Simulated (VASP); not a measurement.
# Cu (I4/mmm) in VASP: further runs

The runs below take Cu through single point, with PBE.

Program: VASP 6.6.1. These are calculated values, not measurements. Logs are shortened: lines on timing, memory, paths and dates and some standing lists are left out, and cuts for length are marked.

## (1) The cell of the first run

The structure is tetragonal, space group I4/mmm (No. 139). The conventional cell has a = 2.505 Å, b = 2.505 Å, c = 3.615 Å, α = 90.00°, β = 90.00°, γ = 90.00°. Within 3.3 Å of Cu (site symmetry 4/mmm) lie 12 Cu at 2.51 to 2.53 Å.

## (2) Single point, PBE (strain -0.0200 x Voigt [1, 1, 0, 0, 0, 0])

File INCAR:

```
SYSTEM = Cu
PREC = Accurate
ENCUT = 520
EDIFF = 1E-6
ISMEAR = 0
SIGMA = 0.15
LREAL = .FALSE.
LASPH = .TRUE.
NELM = 100
ALGO = Normal
ISIF = 2
LWAVE = .FALSE.
LCHARG = .FALSE.
GGA = PE
NBANDS = 12
```

File KPOINTS:

```
Automatic mesh
0
G
  22 22 22
  0 0 0
```

File POSCAR:

```
Cu
1.0
    0.0000000000      1.7713500000      1.8075000000
    1.7713500000      0.0000000000      1.8075000000
    1.7713500000      1.7713500000      0.0000000000
Cu
1
Direct
    0.0000000000      0.0000000000      0.0000000000
```

Potentials or basis: VASP PAW PBE potentials, release 64 (Cu).

The run is started by

```sh
> cat potpaw_PBE.64/Cu/POTCAR > POTCAR
> mpirun -np 1 vasp_std > vasp.out
```

OUTCAR:

```text
SYSTEM = Cu
   PREC = Accurate
   ENCUT = 520
   EDIFF = 1E-6
   ISMEAR = 0
   LREAL = .FALSE.
   LASPH = .TRUE.
   NELM = 100
   ISIF = 2
   GGA = PE

 ion  position               nearest neighbor table
   1  0.000  0.000  0.000-

  LATTYP: Found a body centered tetragonal cell.
 ALAT       =     2.5050671937
 C/A-ratio  =     1.4430750636

  Lattice vectors:

 A1 = (  -1.7713500000,   0.0000000000,   1.8075000000)
 A2 = (   1.7713500000,   0.0000000000,   1.8075000000)
 A3 = (   0.0000000000,   1.7713500000,  -1.8075000000)

Analysis of symmetry for initial positions (statically):
=====================================================================
 Subroutine PRICEL returns:
 Original cell was already a primitive cell.

 Routine SETGRP: Setting up the symmetry group for a
 body centered tetragonal supercell.

 Subroutine GETGRP returns: Found 16 space group operations
 (whereof 16 operations were pure point group operations)
 out of a pool of 16 trial point group operations.

The static configuration has the point symmetry D_4h.

Analysis of symmetry for dynamics (positions and initial velocities):
=====================================================================
 Subroutine PRICEL returns:
 Original cell was already a primitive cell.

 Routine SETGRP: Setting up the symmetry group for a
 body centered tetragonal supercell.

 Subroutine GETGRP returns: Found 16 space group operations
 (whereof 16 operations were pure point group operations)
 out of a pool of 16 trial point group operations.

The dynamic configuration has the point symmetry D_4h.

 Subroutine INISYM returns: Found 16 space group operations
 (whereof 16 operations are pure point group operations),
 and found     1 'primitive' translations

----------------------------------------------------------------------------------------

                                     Primitive cell

  volume of cell :      11.3427

  direct lattice vectors                    reciprocal lattice vectors
     0.000000000  1.771350000  1.807500000    -0.282270585  0.282270585  0.276625173
     1.771350000  0.000000000  1.807500000     0.282270585 -0.282270585  0.276625173
     1.771350000  1.771350000  0.000000000     0.282270585  0.282270585 -0.276625173

  length of vectors
     2.530758201  2.530758201  2.505067194     0.485669489  0.485669489  0.485669489

  position of ions in fractional coordinates (direct lattice)
     0.000000000  0.000000000  0.000000000

  ion indices of the primitive-cell ions
   primitive index   ion index
                 1           1
[... 75 lines left out ...]
   NSW    =      0    number of steps for IOM
   IBRION =     -1    ionic relax: 0-MD 1-quasi-New 2-CG
   NFREE  =      0    steps in history (QN), initial steepest desc. (CG)
   ISIF   =      2    stress and relaxation
   ISYM   =      2    0-nonsym 1-usesym 2-fastsym
   POTIM  = 0.5000    time-step for ionic-motion
   TEBEG  =    0.0;   TEEND  =   0.0 temperature during run
   PSTRESS=    0.0 pullay stress
   NELECT =      11.0000    total number of electrons
   NUPDOWN=      -1.0000    fix difference up-down
   EMIN   =  10.00;   EMAX   =-10.00  energy-range for DOS
   EFERMI =   0.00;   METHOD = LEGACY
   ISMEAR =     0;   SIGMA  =   0.15  broadening in eV -4-tet -1-fermi 0-gaus
   EFERMI_NEDOS =   21; number of points for ismear=-14 and -15
   IALGO  =     38    algorithm
   IMIX   =      4    mixing-type and parameters
     AMIX     =   0.40;   BMIX     =  1.00
     AMIX_MAG =   1.60;   BMIX_MAG =  1.00
  volume/ion in A,a.u.               =      11.34        76.54
  Fermi-wavevector in a.u.,A,eV,Ry     =   1.620442  3.062191 35.726597  2.625831
  Thomas-Fermi vector in A             =   2.714380
   LORBIT       =      0    0 simple, 1 ext, 2 COOP (PROOUT), +10 PAW based schemes
   GGA     = PE    functional components
   LHFCALC =     F    Hartree Fock is set to
   AEXX    =    0.0000 exact exchange contribution
   IVDW    =     0    specifies the selected vdW correction
   LEPSILON=     F    determine dielectric tensor
   LRPA    =     F    only Hartree local field effects (RPA)
 non-spin polarized calculation
 Gauss-broadening in eV      SIGMA  =   0.15
  energy-cutoff  :      520.00
  volume of cell :       11.34
 maximum number of plane-waves:       320
   NGX =  9   NGY =  9   NGZ =  9

 number of electron      11.0000011 magnetization

 Free energy of the ion-electron system (eV)
  ---------------------------------------------------
  ext. energy  EPLUGINS =         0.00000000
  ---------------------------------------------------
  free energy    TOTEN  =        -3.71200680 eV

  energy without entropy =       -3.70935136  energy(sigma->0) =       -3.71067908

 E-fermi :   8.1045     XC(G=0): -12.9620

 val. band max:        8.0971032878   @ k =   0.5000   0.1364   0.3182
 cond. band min:       8.1072688550   @ k =  -0.2727   0.2273   0.1364
 fundamental gap:      0.0101655672
 Fermi energy:         8.1044592486

 k-point     1 :       0.0000    0.0000    0.0000
  band No.  band energies     occupation
      1      -1.5661      2.00000
      2       4.8748      2.00000
      3       4.9798      2.00000
      4       4.9798      2.00000
      5       5.7656      2.00000
      6       5.8707      2.00000
      7      31.0221      0.00000
      8      33.9105      0.00000
      9      34.0141      0.00000
     10      34.0141      0.00000
     11      36.4914      0.00000
     12      36.4922      0.00000
[... 331 lines left out ...]
 k-point    24 :      -0.4545    0.0455    0.0000
  band No.  band energies     occupation
      1       2.8145      2.00000
      2       4.8372      2.00000
      3       4.9855      2.00000
      4       6.0767      2.00000
      5       6.3741      2.00000
      6       7.2490      2.00000
      7      12.3296      0.00000
      8      28.3018      0.00000
      9      30.3660      0.00000
     10      30.9190      0.00000
     11      34.4520      0.00000
     12      34.6508      0.00000

 [... further k-points ...]
[... 5 lines left out ...]
  --------------------------------------------------------------------------------------
  -------------------------------------------------------------------------------------
  Total        0.6735470      0.6735470      0.5722327      0.0000000      0.0000000      0.0000000
  in kB       95.1396236     95.1396236     80.8288136      0.0000000      0.0000000      0.0000000
  external PRESSURE =      90.3693536 kB  Pullay stress =       0.0000000 kB

 VOLUME and BASIS-vectors are now :
 -----------------------------------------------------------------------------
  energy-cutoff  :      520.00
  volume of cell :       11.34
      direct lattice vectors                 reciprocal lattice vectors
     0.000000000  1.771350000  1.807500000    -0.282270585  0.282270585  0.276625173
     1.771350000  0.000000000  1.807500000     0.282270585 -0.282270585  0.276625173
     1.771350000  1.771350000  0.000000000     0.282270585  0.282270585 -0.276625173

 POSITION                                       TOTAL-FORCE (eV/Angst)
 -----------------------------------------------------------------------------------
      0.00000      0.00000      0.00000         0.000000      0.000000      0.000000
 -----------------------------------------------------------------------------------
    total drift:                                0.000000      0.000000      0.000000

  FREE ENERGIE OF THE ION-ELECTRON SYSTEM (eV)
  ---------------------------------------------------
  free  energy   TOTEN  =        -3.7120068016 eV

  energy  without entropy=       -3.7093513624  energy(sigma->0) =       -3.71067908
```

Wall time 37 s (1 thread of Intel Xeon 6975P-C (Granite Rapids), shared host); peak memory 0.22 GiB.

Results:

| Item | Value |
| --- | --- |
| Free energy | -3.7120 eV |
| Pressure | 9.0 GPa |

Caveat: the cell differs from its parent crystal (strain -0.0200 x Voigt [1, 1, 0, 0, 0, 0]).

## (3) Single point, PBE (strain -0.0100 x Voigt [1, 1, 0, 0, 0, 0])

File INCAR:

```
  PREC = Accurate
  ENCUT = 520
  EDIFF = 1E-6
  ISMEAR = 0
  SIGMA = 0.15
  LREAL = False
  LASPH = True
  NELM = 80
  ALGO = Normal
  ISIF = 2
  LWAVE = False
  LCHARG = False
  GGA = PE
  NBANDS = 12
```

File KPOINTS:

```
Automatic mesh
0
Gamma
  22 22 22
```

File POSCAR:

```
Cu
1.0
    0.0000000000      1.7894250000      1.8075000000
    1.7894250000      0.0000000000      1.8075000000
    1.7894250000      1.7894250000      0.0000000000
Cu
1
Direct
    0.0000000000      0.0000000000      0.0000000000
```

Potentials or basis: VASP PAW PBE potentials, release 64 (Cu).

The run is started by

```sh
> cat potpaw_PBE.64/Cu/POTCAR > POTCAR
> mpirun -np 1 vasp_std > vasp.out
```

It took 38 s on 1 thread of Intel Xeon 6975P-C (Granite Rapids), shared host; peak memory 0.22 GiB.

The run converged. Its results:

| Property | Result |
| --- | --- |
| Free energy | -3.7231 eV |
| Pressure | 5.5 GPa |

Stress tensor (GPa, compression positive):
```
5.69 0.00 0.00
0.00 5.69 0.00
0.00 0.00 5.06
```

Levels at points of the mesh, in eV from the Fermi level:
```
           k point  band 3  band 4  band 5  band 6  band 7  band 8  band 9  band 10
(0.00, 0.00, 0.00)   -3.07   -3.07   -2.27   -2.22   22.76   25.53   25.57    25.57
(0.50, 0.00, 0.00)   -3.10   -1.67   -1.65   -1.06    3.86   21.20   22.26    22.55
(0.50, 0.50, 0.00)   -1.67   -1.51   -1.51    1.34    7.08   13.40   13.40    17.92
(0.50, 0.00, 0.50)   -1.68   -1.52   -1.49    1.55    7.34   13.15   13.17    17.71
```

Caveat: the cell differs from its parent crystal (strain -0.0100 x Voigt [1, 1, 0, 0, 0, 0]).

## (4) Single point, PBE (strain -0.0050 x Voigt [1, 1, 0, 0, 0, 0])

File INCAR:

```
PREC     = Accurate       # precision mode
ENCUT    = 520            # plane-wave cutoff, eV
EDIFF    = 1E-7           # SCF threshold, eV
ISMEAR   = 0              # smearing method
SIGMA    = 0.15           # smearing width, eV
LREAL    = False          # projectors in reciprocal space
LASPH    = True           # aspherical terms in the spheres
NELM     = 60             # most SCF steps
ALGO     = Normal         # electronic algorithm
ISIF     = 2              # what is computed and relaxed
LWAVE    = False          # write WAVECAR
LCHARG   = False          # write CHGCAR
GGA      = PE             # functional
NBANDS   = 12             # bands
```

KPOINTS is that of step 3.

File POSCAR:

```
Cu
1.0
    0.0000000000      1.7984625000      1.8075000000
    1.7984625000      0.0000000000      1.8075000000
    1.7984625000      1.7984625000      0.0000000000
Cu
1
Direct
    0.0000000000      0.0000000000      0.0000000000
```

Potentials or basis: VASP PAW PBE potentials, release 64 (Cu).

The run is started by

```sh
> cat potpaw_PBE.64/Cu/POTCAR > POTCAR
> mpirun -np 1 vasp_std > vasp.out
```

OUTCAR:

```text
PREC = Accurate
   ENCUT = 520
   EDIFF = 1E-7
   ISMEAR = 0
   LREAL = False
   LASPH = True
   NELM = 60
   ISIF = 2
   GGA = PE

 ion  position               nearest neighbor table
   1  0.000  0.000  0.000-

  LATTYP: Found a body centered tetragonal cell.
 ALAT       =     2.5434100589
 C/A-ratio  =     1.4213201632

  Lattice vectors:

 A1 = (  -1.7984625000,   0.0000000000,   1.8075000000)
 A2 = (   1.7984625000,   0.0000000000,   1.8075000000)
 A3 = (   0.0000000000,   1.7984625000,  -1.8075000000)

Analysis of symmetry for initial positions (statically):
=====================================================================
 Subroutine PRICEL returns:
 Original cell was already a primitive cell.

 Routine SETGRP: Setting up the symmetry group for a
 body centered tetragonal supercell.

 Subroutine GETGRP returns: Found 16 space group operations
 (whereof 16 operations were pure point group operations)
 out of a pool of 16 trial point group operations.

The static configuration has the point symmetry D_4h.

Analysis of symmetry for dynamics (positions and initial velocities):
=====================================================================
[... 161 lines left out ...]
 Fermi energy:         7.7100445146

 k-point     1 :       0.0000    0.0000    0.0000
  band No.  band energies     occupation
      1      -1.7174      2.00000
      2       4.6366      2.00000
      3       4.6613      2.00000
      4       4.6613      2.00000
      5       5.4756      2.00000
      6       5.5002      2.00000
      7      30.3854      0.00000
      8      33.0937      0.00000
      9      33.1146      0.00000
     10      33.1146      0.00000
     11      35.6031      0.00000
     12      35.6042      0.00000
[... 331 lines left out ...]
 k-point    24 :      -0.4545    0.0455    0.0000
  band No.  band energies     occupation
      1       2.6012      2.00000
      2       4.5875      2.00000
      3       4.6571      2.00000
      4       5.7434      2.00000
      5       6.0311      2.00000
      6       6.9025      2.00000
      7      11.7948      0.00000
      8      27.9441      0.00000
      9      29.4449      0.00000
     10      29.7955      0.00000
     11      33.4023      0.00000
     12      34.0258      0.00000

 [... further k-points ...]
[... 5 lines left out ...]
  --------------------------------------------------------------------------------------
  -------------------------------------------------------------------------------------
  Total        0.2875666      0.2875666      0.2657252      0.0000000      0.0000000     -0.0000000
  in kB       39.4037823     39.4037823     36.4109747      0.0000000      0.0000000     -0.0000000
  external PRESSURE =      38.4061798 kB  Pullay stress =       0.0000000 kB

 VOLUME and BASIS-vectors are now :
 -----------------------------------------------------------------------------
  energy-cutoff  :      520.00
  volume of cell :       11.69
      direct lattice vectors                 reciprocal lattice vectors
     0.000000000  1.798462500  1.807500000    -0.278015249  0.278015249  0.276625173
     1.798462500  0.000000000  1.807500000     0.278015249 -0.278015249  0.276625173
     1.798462500  1.798462500  0.000000000     0.278015249  0.278015249 -0.276625173

 POSITION                                       TOTAL-FORCE (eV/Angst)
 -----------------------------------------------------------------------------------
      0.00000      0.00000      0.00000        -0.000000     -0.000000     -0.000000
 -----------------------------------------------------------------------------------
    total drift:                                0.000000      0.000000      0.000000

  FREE ENERGIE OF THE ION-ELECTRON SYSTEM (eV)
  ---------------------------------------------------
  free  energy   TOTEN  =        -3.7267001208 eV

  energy  without entropy=       -3.7239734025  energy(sigma->0) =       -3.72533676
```

Run time: 40 s. Hardware: 1 thread of Intel Xeon 6975P-C (Granite Rapids), shared host; peak memory 0.22 GiB.

What came out:

```
Free energy : -3.7267 eV
Pressure    : 3.8 GPa
```

Stress tensor (GPa, compression positive):
```
3.94 0.00 0.00
0.00 3.94 0.00
0.00 0.00 3.64
```

Levels at points of the mesh, in eV from the Fermi level:
| k point | band 2 | band 3 | band 4 | band 5 | band 6 | band 7 | band 8 | band 9 | band 10 | band 11 |
| --- | --- | --- | --- | --- | --- | --- | --- | --- | --- | --- |
| (0.00, 0.00, 0.00) | -3.07 | -3.05 | -3.05 | -2.23 | -2.21 | 22.68 | 25.38 | 25.40 | 25.40 | 27.89 |
| (0.50, 0.00, 0.00) | -3.10 | -3.08 | -1.65 | -1.64 | -1.03 | 3.81 | 21.15 | 22.16 | 22.31 | 25.15 |
| (0.50, 0.50, 0.00) | -4.47 | -1.66 | -1.50 | -1.50 | 1.42 | 7.10 | 13.24 | 13.24 | 17.75 | 20.50 |
| (0.50, 0.00, 0.50) | -4.47 | -1.66 | -1.51 | -1.49 | 1.53 | 7.23 | 13.12 | 13.13 | 17.65 | 20.39 |

Caveat: the cell differs from its parent crystal (strain -0.0050 x Voigt [1, 1, 0, 0, 0, 0]).

## (5) Overview

| cell | gap on the mesh (eV) | pressure (GPa) |
| --- | --- | --- |
| a = 2.531, b = 2.531, c = 2.505 Å, angles 60.3, 60.3, 59.3°, 1 atom | none | 9.0 |
| a = 2.543, b = 2.543, c = 2.531 Å, angles 60.2, 60.2, 59.7°, 1 atom | none | 5.5 |
| a = 2.550, b = 2.550, c = 2.543 Å, angles 60.1, 60.1, 59.8°, 1 atom | none | 3.8 |

Alike in all rows: task single point; level PBE; potentials or basis VASP PAW PBE potentials, release 64 (Cu); no spin polarisation; k mesh 22 × 22 × 22; cutoff (eV) 520; smearing gaussian 0.15 eV.

Absolute energies hang on the potentials; compare differences alone.
